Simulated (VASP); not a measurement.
# Al in VASP: further runs

Al is run at these levels: PBEsol+D3(BJ); tasks: single point.

All numbers are computed with VASP 6.6.1; they aren't measurements. Logs are shortened: lines on timing, memory, paths and dates and some standing lists are left out, and cuts for length are marked.

## (1) The cell of the first run

The typed cell holds 2 atoms: a = 2.846 Å, b = 2.794 Å, c = 4.625 Å, α = 90.00°, β = 90.00°, γ = 120.62°.

## (2) Single point, PBEsol+D3(BJ) (uniaxial strain along a: +2.0 %)

INCAR reads:

```
SYSTEM = Al
ALGO = Fast
EDIFF = 1E-6
ENCUT = 520
GGA = PS
ISIF = 2
ISMEAR = 0
IVDW = 12
LASPH = .True.
LCHARG = .False.
LREAL = .False.
LWAVE = .False.
NBANDS = 10
NELM = 60
PREC = Accurate
SIGMA = 0.1
```

KPOINTS reads:

```
k-points
0
Gamma
  24 24 12
  0 0 0
```

POSCAR reads:

```
Al
1.0
    2.8460643716      0.0000000000      0.0000000000
   -1.4230321858      2.4043531631      0.0000000000
    0.0000000000      0.0000000000      4.6246780812
Al
2
Direct
    0.6669348144      0.3340714332      0.7500000000
    0.3330651856      0.6659285668      0.2500000000
```

Potentials or basis: VASP PAW PBE potentials, release 64 (Al).

Started as:

```bash
> cat potpaw_PBE.64/Al/POTCAR > POTCAR
> mpirun -np 1 vasp_std > vasp.out
```

OUTCAR:

```text
SYSTEM = Al
   EDIFF = 1E-6
   ENCUT = 520
   GGA = PS
   ISIF = 2
   ISMEAR = 0
   IVDW = 12
   LASPH = .True.
   LREAL = .False.
   NELM = 60
   PREC = Accurate
 IVDW          = 12

 ion  position               nearest neighbor table
   1  0.667  0.334  0.750-   2 2.82   2 2.82   2 2.83   2 2.83   2 2.83   2 2.83
   2  0.333  0.666  0.250-   1 2.82   1 2.82   1 2.83   1 2.83   1 2.83   1 2.83

  Warning from LATTYP: Monoclinic adjustment (A1->A3, A2->A1, A3->A2)!
  LATTYP: Found a base centered orthorhombic cell.
 ALAT       =     2.8460643716
 B/A-ratio  =     1.6895985819
 C/A-ratio  =     1.6249379766

  Lattice vectors:

 A1 = (   1.4230321858,  -2.4043531631,   0.0000000000)
 A2 = (   1.4230321858,   2.4043531631,   0.0000000000)
 A3 = (   0.0000000000,   0.0000000000,   4.6246780812)

Analysis of symmetry for initial positions (statically):
=====================================================================
 Subroutine PRICEL returns:
 Original cell was already a primitive cell.

 Routine SETGRP: Setting up the symmetry group for a
 base centered orthorhombic supercell.

 Subroutine GETGRP returns: Found  4 space group operations
 (whereof  2 operations were pure point group operations)
 out of a pool of  8 trial point group operations.

The static configuration has the point symmetry S_2 .
 The point group associated with its full space group is C_2h.

Analysis of symmetry for dynamics (positions and initial velocities):
=====================================================================
 Subroutine PRICEL returns:
 Original cell was already a primitive cell.

 Routine SETGRP: Setting up the symmetry group for a
 base centered orthorhombic supercell.

 Subroutine GETGRP returns: Found  4 space group operations
 (whereof  2 operations were pure point group operations)
 out of a pool of  8 trial point group operations.

The dynamic configuration has the point symmetry S_2 .
 The point group associated with its full space group is C_2h.

 Subroutine INISYM returns: Found  4 space group operations
 (whereof  2 operations are pure point group operations),
 and found     1 'primitive' translations

----------------------------------------------------------------------------------------

                                     Primitive cell

  volume of cell :      31.6464

  direct lattice vectors                    reciprocal lattice vectors
     2.846064372  0.000000000  0.000000000     0.351362397  0.207956139  0.000000000
    -1.423032186  2.404353163  0.000000000     0.000000000  0.415912278  0.000000000
     0.000000000  0.000000000  4.624678081     0.000000000  0.000000000  0.216231267

  length of vectors
     2.846064372  2.793910295  4.624678081     0.408290693  0.415912278  0.216231267

  position of ions in fractional coordinates (direct lattice)
     0.666934814  0.334071433  0.750000000
     0.333065186  0.665928567  0.250000000

  ion indices of the primitive-cell ions
   primitive index   ion index
                 1           1
                 2           2

----------------------------------------------------------------------------------------

 KPOINTS: k-points

Automatic generation of k-mesh.
 Grid dimensions read from file:
 generate k-points for:   24   24   12

 Generating k-lattice:

  Cartesian coordinates                     Fractional coordinates (reciprocal lattice)
     0.014640100  0.008664839  0.000000000     0.041666667 -0.000000000  0.000000000
     0.000000000  0.017329678  0.000000000     0.000000000  0.041666667  0.000000000
     0.000000000  0.000000000  0.018019272     0.000000000  0.000000000  0.083333333

  Length of vectors
     0.017012112  0.017329678  0.018019272

  Shift w.r.t. Gamma in fractional coordinates (k-lattice)
     0.000000000  0.000000000  0.000000000

 Subroutine IBZKPT returns following result:
 ===========================================

 Found   2030 irreducible k-points:

 Following reciprocal coordinates:
            Coordinates               Weight
  0.000000  0.000000  0.000000      1.000000
  0.041667 -0.000000  0.000000      2.000000
  0.041667 -0.041667  0.000000      2.000000
  0.083333 -0.000000  0.000000      2.000000
  0.083333 -0.083333  0.000000      2.000000
  0.125000  0.000000  0.000000      2.000000
[... 16 lines left out ...]
  0.458333 -0.458333  0.000000      2.000000
  0.500000  0.000000  0.000000      1.000000
 [... further k-points ...]
   k-points           NKPTS =   2030   k-points in BZ     NKDIM =   2030   number of bands    NBANDS=     10
   number of dos      NEDOS =    301   number of ions     NIONS =      2
   total plane-waves  NPLWV =  20736
   dimension x,y,z NGX =    24 NGY =   24 NGZ =   36
   dimension x,y,z NGXF=    48 NGYF=   48 NGZF=   72
   ions per type =               2
   NGX,Y,Z   is equivalent  to a cutoff of  14.02, 14.28, 12.94 a.u.
   NGXF,Y,Z  is equivalent  to a cutoff of  28.04, 28.56, 25.88 a.u.
 SYSTEM =  Al
   PREC   = accura    normal or accurate (medium, high low for compatibility)
   ISTART =      0    job   : 0-new  1-cont  2-samecut
   ICHARG =      2    charge: 1-file 2-atom 10-const
   ISPIN  =      1    spin polarized calculation?
   LNONCOLLINEAR =      F non collinear calculations
   LSORBIT =      F    spin-orbit coupling
   LASPH  =      T    aspherical Exc in radial PAW
   ENCUT  =  520.0 eV  38.22 Ry    6.18 a.u.   5.29  5.19  8.60*2*pi/ulx,y,z
   NELM   =     60;   NELMIN=  2; NELMDL= -5     # of ELM steps
   EDIFF  = 0.1E-05   stopping-criterion for ELM
   LREAL  =      F    real-space projection
   EDIFFG = 0.1E-04   stopping-criterion for IOM
   NSW    =      0    number of steps for IOM
   IBRION =     -1    ionic relax: 0-MD 1-quasi-New 2-CG
   NFREE  =      0    steps in history (QN), initial steepest desc. (CG)
   ISIF   =      2    stress and relaxation
   ISYM   =      2    0-nonsym 1-usesym 2-fastsym
   POTIM  = 0.5000    time-step for ionic-motion
   TEBEG  =    0.0;   TEEND  =   0.0 temperature during run
   PSTRESS=    0.0 pullay stress
   NELECT =       6.0000    total number of electrons
   NUPDOWN=      -1.0000    fix difference up-down
   EMIN   =  10.00;   EMAX   =-10.00  energy-range for DOS
   EFERMI =   0.00;   METHOD = LEGACY
   ISMEAR =     0;   SIGMA  =   0.10  broadening in eV -4-tet -1-fermi 0-gaus
   EFERMI_NEDOS =   21; number of points for ismear=-14 and -15
   IALGO  =     68    algorithm
   IMIX   =      4    mixing-type and parameters
     AMIX     =   0.40;   BMIX     =  1.00
     AMIX_MAG =   1.60;   BMIX_MAG =  1.00
  volume/ion in A,a.u.               =      15.82       106.78
  Fermi-wavevector in a.u.,A,eV,Ry     =   0.940482  1.777253 12.034436  0.884506
  Thomas-Fermi vector in A             =   2.067898
   LORBIT       =      0    0 simple, 1 ext, 2 COOP (PROOUT), +10 PAW based schemes
   GGA     = PS    functional components
   LHFCALC =     F    Hartree Fock is set to
   AEXX    =    0.0000 exact exchange contribution
   IVDW    =    12    specifies the selected vdW correction
   LEPSILON=     F    determine dielectric tensor
   LRPA    =     F    only Hartree local field effects (RPA)
 non-spin polarized calculation
 RMM-DIIS sequential band-by-band and
 Gauss-broadening in eV      SIGMA  =   0.10
  energy-cutoff  :      520.00
  volume of cell :       31.65
 maximum number of plane-waves:       867
 NGX is ok and might be reduce to    24
   NGX = 11   NGY = 11   NGZ = 17

 number of electron       6.0000000 magnetization

 Free energy of the ion-electron system (eV)
  ---------------------------------------------------
  ext. energy  EPLUGINS =         0.00000000
  ---------------------------------------------------
  free energy    TOTEN  =        -8.11213478 eV

  energy without entropy =       -8.10816900  energy(sigma->0) =       -8.11015189

 E-fermi :   8.3895     XC(G=0): -10.4116

 val. band max:        8.3884666846   @ k =  -0.4583   0.2500  -0.0833
 cond. band min:       8.3913159428   @ k =   0.2083   0.2500   0.0833
 fundamental gap:      0.0028492582
 Fermi energy:         8.3895085416

 k-point     1 :       0.0000    0.0000    0.0000
  band No.  band energies     occupation
      1      -3.0320      2.00000
      2       3.5919      2.00000
      3       3.8621      2.00000
      4      19.1374      0.00000
      5      19.3402      0.00000
      6      19.6402      0.00000
      7      20.0064      0.00000
      8      20.6517      0.00000
      9      22.9497      0.00000
     10      22.9848      0.00000

 k-point     2 :       0.0417   -0.0000    0.0000
  band No.  band energies     occupation
      1      -2.9892      2.00000
      2       3.6315      2.00000
      3       3.9038      2.00000
      4      18.0250      0.00000
      5      18.7461      0.00000
      6      19.8510      0.00000
      7      20.5369      0.00000
      8      21.1218      0.00000
      9      22.9415      0.00000
     10      23.2689      0.00000

 k-point     3 :       0.0417   -0.0417    0.0000
  band No.  band energies     occupation
      1      -2.9892      2.00000
      2       3.6315      2.00000
      3       3.9038      2.00000
      4      18.0254      0.00000
      5      18.7460      0.00000
      6      19.8502      0.00000
      7      20.5366      0.00000
      8      21.1228      0.00000
      9      22.9414      0.00000
     10      23.2661      0.00000
[... 248 lines left out ...]
 k-point    23 :       0.4583   -0.4583    0.0000
  band No.  band energies     occupation
      1       2.0445      2.00000
      2       3.9971      2.00000
      3       8.3269      1.62400
      4       8.8698      0.00000
      5      10.4257      0.00000
      6      10.7938      0.00000
      7      14.5448      0.00000
      8      16.2811      0.00000
      9      20.3323      0.00000
     10      20.5131      0.00000

 k-point    24 :       0.5000    0.0000    0.0000
  band No.  band energies     occupation
      1       2.9083      2.00000
      2       3.0665      2.00000
      3       8.9039      0.00000
      4       9.4753      0.00000
      5       9.7696      0.00000
      6      10.1178      0.00000
      7      14.5092      0.00000
      8      16.2347      0.00000
      9      20.2918      0.00000
     10      20.4826      0.00000

 [... further k-points ...]

------------------------ aborting loop because EDIFF is reached ----------------------------------------

 Edisp (eV)   -0.66264

 E8    (eV) :    -0.4463

  FORCE on cell =-STRESS in cart. coord.  units (eV):
  Direction    XX          YY          ZZ          XY          YZ          ZX
  --------------------------------------------------------------------------------------
  -------------------------------------------------------------------------------------
  Total      -0.34569     0.00577    -0.09378    -0.00021     0.00000     0.00000
  in kB     -17.50154     0.29230    -4.74771    -0.01085     0.00000     0.00000
  external pressure =       -7.32 kB  Pullay stress =        0.00 kB

 VOLUME and BASIS-vectors are now :
 -----------------------------------------------------------------------------
  energy-cutoff  :      520.00
  volume of cell :       31.65
      direct lattice vectors                 reciprocal lattice vectors
     2.846064372  0.000000000  0.000000000     0.351362397  0.207956139  0.000000000
    -1.423032186  2.404353163  0.000000000     0.000000000  0.415912278  0.000000000
     0.000000000  0.000000000  4.624678081     0.000000000  0.000000000  0.216231267

 POSITION                                       TOTAL-FORCE (eV/Angst)
 -----------------------------------------------------------------------------------
      1.42275      0.80323      3.46851         0.000680      0.005966      0.000000
      0.00029      1.60113      1.15617        -0.000680     -0.005966     -0.000000
 -----------------------------------------------------------------------------------
    total drift:                               -0.000000      0.000000      0.000000

  FREE ENERGIE OF THE ION-ELECTRON SYSTEM (eV)
  ---------------------------------------------------
  free  energy   TOTEN  =        -8.7747733497 eV

  energy  without entropy=       -8.7708075621  energy(sigma->0) =       -8.77279046
```

It took 7.4 min on 1 thread of Oxide Virtual Turin-like, shared host; peak memory 0.56 GiB.

What came out:

- Free energy: -8.7748 eV
- Pressure: -0.7 GPa
- Largest force: 0.006 eV/Å
- Band gap on the k mesh: zero (band 3 reaches 12.65 eV, above the bottom of band 4 at 5.05 eV)
- Dispersion energy per atom: -0.331 eV

Forces on the atoms (eV/Å):
```
Al   0.001  0.006  0.000
Al  -0.001 -0.006  0.000
```

Stress tensor (GPa, compression positive):
```
-1.75  0.00  0.00
 0.00  0.03  0.00
 0.00  0.00 -0.47
```

Caveat: the cell differs from its parent crystal (uniaxial strain along a: +2.0 %); the PAW data sets were made with another functional, which shifts forces and pressure a little; pairwise dispersion overbinds metals, which lowers pressure and volume.

[end of part 1 of 2]
